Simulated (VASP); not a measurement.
# SrHf (Pm-3m) in VASP: a series of runs

The runs below take SrHf through single point, relaxation of cell and atoms, with PBE.

Program: VASP 6.6.1. These are calculated values, not measurements. Logs are shortened: lines on timing, memory, paths and dates and some standing lists are left out, and cuts for length are marked.

## 1. The cell of the first run

Symmetry: Pm-3m, No. 221, cubic system. Conventional cell: a = 3.997 Å, b = 3.997 Å, c = 3.997 Å, α = 90.00°, β = 90.00°, γ = 90.00°. Within 4.5 Å of Sr (site symmetry m-3m) lie 8 Hf at 3.46 Å and 6 Sr at 4.00 Å. Hf (site symmetry m-3m) has 8 Sr at 3.46 Å and 6 Hf at 4.00 Å within 4.5 Å.

## 2. Single point, PBE

Input file INCAR:

```
SYSTEM = SrHf
ALGO = Normal
EDIFF = 1E-6
ENCUT = 520
GGA = PE
ISIF = 2
ISMEAR = 0
LASPH = .True.
LCHARG = .True.
LELF = .True.
LREAL = .False.
LVHAR = .True.
LWAVE = .False.
NBANDS = 17
NELM = 80
PREC = Accurate
SIGMA = 0.1
```

Input file KPOINTS:

```
k-points
0
Gamma
  14 14 14
  0 0 0
```

Input file POSCAR:

```
SrHf
1.0
    3.9967452650      0.0000000000      0.0000000000
    0.0000000000      3.9967452650      0.0000000000
    0.0000000000      0.0000000000      3.9967452650
Sr Hf
1 1
Direct
    0.0000000000      0.0000000000      0.0000000000
    0.5000000000      0.5000000000      0.5000000000
```

Potentials or basis: VASP PAW PBE potentials, release 64 (Sr_sv, Hf_pv).

Started as:

```
$ cat potpaw_PBE.64/Sr_sv/POTCAR potpaw_PBE.64/Hf_pv/POTCAR > POTCAR
$ mpirun -np 1 vasp_std > vasp.out
```

OUTCAR:

```text
SYSTEM = SrHf
   EDIFF = 1E-6
   ENCUT = 520
   GGA = PE
   ISIF = 2
   ISMEAR = 0
   LASPH = .True.
   LREAL = .False.
   NELM = 80
   PREC = Accurate

 ion  position               nearest neighbor table
   1  0.000  0.000  0.000-   2 3.46   2 3.46   2 3.46   2 3.46   2 3.46   2 3.46   2 3.46   2 3.46

   2  0.500  0.500  0.500-   1 3.46   1 3.46   1 3.46   1 3.46   1 3.46   1 3.46   1 3.46   1 3.46

  LATTYP: Found a simple cubic cell.
 ALAT       =     3.9967452650

  Lattice vectors:

 A1 = (   3.9967452650,   0.0000000000,   0.0000000000)
 A2 = (   0.0000000000,   3.9967452650,   0.0000000000)
 A3 = (   0.0000000000,   0.0000000000,   3.9967452650)

Analysis of symmetry for initial positions (statically):
=====================================================================
 Subroutine PRICEL returns:
 Original cell was already a primitive cell.

 Routine SETGRP: Setting up the symmetry group for a
 simple cubic supercell.

 Subroutine GETGRP returns: Found 48 space group operations
 (whereof 48 operations were pure point group operations)
 out of a pool of 48 trial point group operations.

The static configuration has the point symmetry O_h .

Analysis of symmetry for dynamics (positions and initial velocities):
=====================================================================
 Subroutine PRICEL returns:
 Original cell was already a primitive cell.

 Routine SETGRP: Setting up the symmetry group for a
 simple cubic supercell.

 Subroutine GETGRP returns: Found 48 space group operations
 (whereof 48 operations were pure point group operations)
 out of a pool of 48 trial point group operations.

The dynamic configuration has the point symmetry O_h .

 Subroutine INISYM returns: Found 48 space group operations
 (whereof 48 operations are pure point group operations),
 and found     1 'primitive' translations

----------------------------------------------------------------------------------------

                                     Primitive cell

  volume of cell :      63.8439

  direct lattice vectors                    reciprocal lattice vectors
     3.996745265  0.000000000  0.000000000     0.250203587  0.000000000  0.000000000
     0.000000000  3.996745265  0.000000000     0.000000000  0.250203587  0.000000000
     0.000000000  0.000000000  3.996745265     0.000000000  0.000000000  0.250203587

  length of vectors
     3.996745265  3.996745265  3.996745265     0.250203587  0.250203587  0.250203587

  position of ions in fractional coordinates (direct lattice)
     0.000000000  0.000000000  0.000000000
     0.500000000  0.500000000  0.500000000

  ion indices of the primitive-cell ions
   primitive index   ion index
                 1           1
                 2           2

----------------------------------------------------------------------------------------

 KPOINTS: k-points

Automatic generation of k-mesh.
 Grid dimensions read from file:
 generate k-points for:   14   14   14

 Generating k-lattice:

  Cartesian coordinates                     Fractional coordinates (reciprocal lattice)
     0.017871685  0.000000000  0.000000000     0.071428571  0.000000000  0.000000000
     0.000000000  0.017871685  0.000000000     0.000000000  0.071428571  0.000000000
     0.000000000  0.000000000  0.017871685     0.000000000  0.000000000  0.071428571

  Length of vectors
     0.017871685  0.017871685  0.017871685

  Shift w.r.t. Gamma in fractional coordinates (k-lattice)
     0.000000000  0.000000000  0.000000000

 Subroutine IBZKPT returns following result:
 ===========================================

 Found    120 irreducible k-points:

 Following reciprocal coordinates:
            Coordinates               Weight
  0.000000  0.000000  0.000000      1.000000
  0.071429  0.000000  0.000000      6.000000
  0.142857  0.000000  0.000000      6.000000
  0.214286  0.000000  0.000000      6.000000
  0.285714  0.000000  0.000000      6.000000
  0.357143  0.000000  0.000000      6.000000
[... 16 lines left out ...]
  0.285714  0.214286  0.000000     24.000000
  0.357143  0.214286  0.000000     24.000000
 [... further k-points ...]
   k-points           NKPTS =    120   k-points in BZ     NKDIM =    120   number of bands    NBANDS=     17
   number of dos      NEDOS =    301   number of ions     NIONS =      2
   total plane-waves  NPLWV =  27000
   dimension x,y,z NGX =    30 NGY =   30 NGZ =   30
   dimension x,y,z NGXF=    60 NGYF=   60 NGZF=   60
   ions per type =               1   1
   NGX,Y,Z   is equivalent  to a cutoff of  12.48, 12.48, 12.48 a.u.
   NGXF,Y,Z  is equivalent  to a cutoff of  24.96, 24.96, 24.96 a.u.
 SYSTEM =  SrHf
   PREC   = accura    normal or accurate (medium, high low for compatibility)
   ISTART =      0    job   : 0-new  1-cont  2-samecut
   ICHARG =      2    charge: 1-file 2-atom 10-const
   ISPIN  =      1    spin polarized calculation?
   LNONCOLLINEAR =      F non collinear calculations
   LSORBIT =      F    spin-orbit coupling
   LASPH  =      T    aspherical Exc in radial PAW
   ENCUT  =  520.0 eV  38.22 Ry    6.18 a.u.   7.43  7.43  7.43*2*pi/ulx,y,z
   NELM   =     80;   NELMIN=  2; NELMDL= -5     # of ELM steps
   EDIFF  = 0.1E-05   stopping-criterion for ELM
   LREAL  =      F    real-space projection
   EDIFFG = 0.1E-04   stopping-criterion for IOM
   NSW    =      0    number of steps for IOM
   IBRION =     -1    ionic relax: 0-MD 1-quasi-New 2-CG
   NFREE  =      0    steps in history (QN), initial steepest desc. (CG)
   ISIF   =      2    stress and relaxation
   ISYM   =      2    0-nonsym 1-usesym 2-fastsym
   POTIM  = 0.5000    time-step for ionic-motion
   TEBEG  =    0.0;   TEEND  =   0.0 temperature during run
   PSTRESS=    0.0 pullay stress
   NELECT =      20.0000    total number of electrons
   NUPDOWN=      -1.0000    fix difference up-down
   EMIN   =  10.00;   EMAX   =-10.00  energy-range for DOS
   EFERMI =   0.00;   METHOD = LEGACY
   ISMEAR =     0;   SIGMA  =   0.10  broadening in eV -4-tet -1-fermi 0-gaus
   EFERMI_NEDOS =   21; number of points for ismear=-14 and -15
   IALGO  =     38    algorithm
   IMIX   =      4    mixing-type and parameters
     AMIX     =   0.40;   BMIX     =  1.00
     AMIX_MAG =   1.60;   BMIX_MAG =  1.00
  volume/ion in A,a.u.               =      31.92       215.42
  Fermi-wavevector in a.u.,A,eV,Ry     =   1.111847  2.101086 16.819573  1.236204
  Thomas-Fermi vector in A             =   2.248415
   LORBIT       =      0    0 simple, 1 ext, 2 COOP (PROOUT), +10 PAW based schemes
   GGA     = PE    functional components
   LHFCALC =     F    Hartree Fock is set to
   AEXX    =    0.0000 exact exchange contribution
   IVDW    =     0    specifies the selected vdW correction
   LEPSILON=     F    determine dielectric tensor
   LRPA    =     F    only Hartree local field effects (RPA)
 non-spin polarized calculation
 Gauss-broadening in eV      SIGMA  =   0.10
  energy-cutoff  :      520.00
  volume of cell :       63.84
 maximum number of plane-waves:      1751
 NGX is ok and might be reduce to    30
   NGX = 15   NGY = 15   NGZ = 15

 number of electron      19.9999997 magnetization

 Free energy of the ion-electron system (eV)
  ---------------------------------------------------
  ext. energy  EPLUGINS =         0.00000000
  ---------------------------------------------------
  free energy    TOTEN  =        -9.51379350 eV

  energy without entropy =       -9.49305859  energy(sigma->0) =       -9.50342604

 E-fermi :   3.1682     XC(G=0):  -9.4714

 val. band max:        3.1653602129   @ k =   0.5000   0.4286   0.2143
 cond. band min:       3.1683633764   @ k =   0.4286   0.4286   0.3571
 fundamental gap:      0.0030031635
 Fermi energy:         3.1682234525

 k-point     1 :       0.0000    0.0000    0.0000
  band No.  band energies     occupation
      1     -31.8052      2.00000
      2     -28.4552      2.00000
      3     -28.4552      2.00000
      4     -28.4552      2.00000
      5     -13.8078      2.00000
      6     -13.8078      2.00000
[... 9 lines left out ...]
     16       8.8573      0.00000
     17       8.8573      0.00000

 k-point     2 :       0.0714    0.0000    0.0000
  band No.  band energies     occupation
      1     -31.8047      2.00000
      2     -28.4566      2.00000
      3     -28.4551      2.00000
      4     -28.4551      2.00000
      5     -13.8217      2.00000
      6     -13.8072      2.00000
[... 9 lines left out ...]
     16       8.4724      0.00000
     17       8.4730      0.00000

 k-point     3 :       0.1429    0.0000    0.0000
  band No.  band energies     occupation
      1     -31.8033      2.00000
      2     -28.4604      2.00000
      3     -28.4546      2.00000
      4     -28.4546      2.00000
      5     -13.8603      2.00000
      6     -13.8055      2.00000
[... 9 lines left out ...]
     16       7.8662      0.00000
     17       7.8662      0.00000

 k-point     4 :       0.2143    0.0000    0.0000
  band No.  band energies     occupation
      1     -31.8013      2.00000
      2     -28.4660      2.00000
      3     -28.4540      2.00000
      4     -28.4540      2.00000
      5     -13.9153      2.00000
      6     -13.8029      2.00000
[... 9 lines left out ...]
     16       7.3056      0.00000
     17       7.3056      0.00000
[... 343 lines left out ...]
      1     -31.7965      2.00000
      2     -28.4673      2.00000
      3     -28.4642      2.00000
      4     -28.4528      2.00000
      5     -13.9145      2.00000
      6     -13.8903      2.00000
[... 9 lines left out ...]
     16       7.1340      0.00000
     17       7.2069      0.00000

 k-point    23 :       0.2857    0.2143    0.0000
  band No.  band energies     occupation
      1     -31.7937      2.00000
      2     -28.4728      2.00000
      3     -28.4653      2.00000
      4     -28.4522      2.00000
      5     -13.9602      2.00000
      6     -13.8928      2.00000
[... 9 lines left out ...]
     16       7.0512      0.00000
     17       7.3373      0.00000

 k-point    24 :       0.3571    0.2143    0.0000
  band No.  band energies     occupation
      1     -31.7912      2.00000
      2     -28.4786      2.00000
      3     -28.4654      2.00000
      4     -28.4516      2.00000
      5     -14.0081      2.00000
      6     -13.8877      2.00000
[... 9 lines left out ...]
     16       6.8481      0.00000
     17       7.5379      0.00000

 [... further k-points ...]
[... 5 lines left out ...]
  --------------------------------------------------------------------------------------
  -------------------------------------------------------------------------------------
  Total        0.0089491      0.0089491      0.0089491      0.0000000      0.0000000      0.0000000
  in kB        0.2245788      0.2245788      0.2245788      0.0000000      0.0000000      0.0000000
  external PRESSURE =       0.2245788 kB  Pullay stress =       0.0000000 kB

 VOLUME and BASIS-vectors are now :
 -----------------------------------------------------------------------------
  energy-cutoff  :      520.00
  volume of cell :       63.84
      direct lattice vectors                 reciprocal lattice vectors
     3.996745265  0.000000000  0.000000000     0.250203587  0.000000000  0.000000000
     0.000000000  3.996745265  0.000000000     0.000000000  0.250203587  0.000000000
     0.000000000  0.000000000  3.996745265     0.000000000  0.000000000  0.250203587

 POSITION                                       TOTAL-FORCE (eV/Angst)
 -----------------------------------------------------------------------------------
      0.00000      0.00000      0.00000         0.000000      0.000000      0.000000
      1.99837      1.99837      1.99837         0.000000      0.000000      0.000000
 -----------------------------------------------------------------------------------
    total drift:                                0.000000      0.000000      0.000000

  FREE ENERGIE OF THE ION-ELECTRON SYSTEM (eV)
  ---------------------------------------------------
  free  energy   TOTEN  =        -9.5137934979 eV

  energy  without entropy=       -9.4930585878  energy(sigma->0) =       -9.50342604
```

It took 2.5 min on 1 thread of Intel Xeon 8259CL, shared host; peak memory 0.28 GiB.

Results:

```yaml
Free_energy: -9.5138 eV
Pressure: 0.0 GPa
Band_gap_on_the_k_mesh: zero (bands 10 and 11 overlap by 0.58 eV)
```

Levels at points of the mesh, in eV from the Fermi level:
| k point | band 8 | band 9 | band 10 | band 11 | band 12 | band 13 |
| --- | --- | --- | --- | --- | --- | --- |
| (0.00, 0.00, 0.00) | -5.26 | -1.47 | -1.47 | 1.44 | 1.44 | 1.44 |
| (0.50, 0.00, 0.00) | -2.85 | -1.84 | -0.37 | 1.05 | 1.05 | 1.77 |
| (0.50, 0.50, 0.00) | -2.68 | -1.66 | 0.15 | 0.15 | 0.94 | 0.94 |
| (0.50, 0.50, 0.50) | -0.17 | -0.17 | -0.17 | 0.03 | 0.03 | 0.03 |

Caveat: spin-orbit coupling is left out, which moves the levels of the heavy elements.

[end of part 1 of 2]
